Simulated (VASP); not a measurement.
W, 1 atom in the cell. It takes space group Fm-3m (No. 225, cubic). Conventional cell: a = 3.862 Å, b = 3.862 Å, c = 3.862 Å, α = 90.00°, β = 90.00°, γ = 90.00°. W (site symmetry m-3m) has 12 W at 2.73 Å within 3.6 Å. 

* Program: VASP 6.6.1
* Task: single point
* Functional: PBE
* Potentials or basis: VASP PAW PBE potentials, release 64 (W_sv)
* Cutoff: 520 eV
* k mesh: 17 × 17 × 17
* Occupations: fermi-dirac, width 0.08 eV
* Spin: no spin polarisation
* Dipole correction: no
* Further INCAR settings: ALGO = Normal; EDIFF = 1e-06; NBANDS = 13

Potentials or basis: VASP PAW PBE potentials, release 64 (W_sv).

Command:

```sh
$ cat potpaw_PBE.64/W_sv/POTCAR > POTCAR
$ mpirun -np 1 vasp_std > vasp.out
```

Hardware: 1 thread of Intel(R) Xeon(R) 6975P-C (Granite Rapids), with other jobs on the host.

How long does it take, and how much memory?

Run time: 8 s on 1 thread of Intel(R) Xeon(R) 6975P-C (Granite Rapids) (shared host), peak memory 0.14 GiB. Counts: scf iterations 10, k points 165.
